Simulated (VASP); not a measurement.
Li27TeCl26 (a cell with a defect), 54 atoms in the cell. The cell holds a defect, 54 atoms: a = 10.785 Å, b = 10.785 Å, c = 10.785 Å, α = 60.00°, β = 60.00°, γ = 60.00°. 

| Item | Value |
| --- | --- |
| Program | VASP 6.6.1 |
| Task | single point |
| Functional | PBE |
| Potentials or basis | VASP PAW PBE potentials, release 64 (Li_sv, Te, Cl) |
| Cutoff | 520 eV |
| k mesh | 2 × 2 × 2 |
| Occupations | fermi-dirac, width 0.01 eV |
| Spin | no spin polarisation |
| Dipole correction | no |
| Charge | -1 |
| Further INCAR settings | LREAL = Auto; ALGO = Normal; EDIFF = 1e-07; NBANDS = 168; NELECT = 270.0 |

Potentials or basis: VASP PAW PBE potentials, release 64 (Li_sv, Te, Cl).

Launch:

```console
$ cat potpaw_PBE.64/Li_sv/POTCAR potpaw_PBE.64/Te/POTCAR potpaw_PBE.64/Cl/POTCAR > POTCAR
$ mpirun -np 1 vasp_std > vasp.out
```

Hardware: 1 thread of Intel Xeon 8259CL (shared host).

How long does it take, and how much memory?

Wall time 38 min on 1 thread of Intel Xeon 8259CL (shared host), peak memory 1.1 GiB. Counts: scf iterations 20, k points 3.
